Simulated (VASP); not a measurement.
Input of a VASP 6.6.1 run:

File INCAR:

```
PREC     = Accurate       # precision mode
ENCUT    = 520            # plane-wave cutoff, eV
EDIFF    = 1E-8           # SCF threshold, eV
ISMEAR   = 0              # smearing method
SIGMA    = 0.01           # smearing width, eV
LREAL    = False          # projectors in reciprocal space
LASPH    = True           # aspherical terms in the spheres
NELM     = 60             # most SCF steps
ALGO     = Normal         # electronic algorithm
ISIF     = 2              # what is computed and relaxed
LWAVE    = False          # write WAVECAR
LCHARG   = False          # write CHGCAR
GGA      = PE             # functional
LEPSILON = True           # dielectric tensor by DFPT
```

File KPOINTS:

```
Automatic mesh
0
Gamma
  8 8 8
```

File POSCAR:

```
MoS2
1.0
    1.5875903429      0.9165957119      6.1939280739
   -1.5875903429      0.9165957119      6.1939280739
    0.0000000000     -1.8331914237      6.1939280739
Mo S
1 2
Direct
    0.0000965174      0.0000965174      0.0000965174
    0.2497906778      0.2497906778      0.2497906778
    0.4171128049      0.4171128049      0.4171128049
```

Potentials or basis: VASP PAW PBE potentials, release 64 (Mo_sv, S).

Launch:

```console
$ cat potpaw_PBE.64/Mo_sv/POTCAR potpaw_PBE.64/S/POTCAR > POTCAR
$ mpirun -np 1 vasp_std > vasp.out
```

(1) Estimate the electronic dielectric tensor (diagonal).

(2) Estimate the Born charges (mean of the diagonal).

(3) Predict the band gap on the k mesh.

## Answers

(1) 15.29, 15.29, 6.23.

(2) Mo -0.85; S +0.44, +0.41 e.

(3) 1.06 eV (least direct gap 1.99 eV).
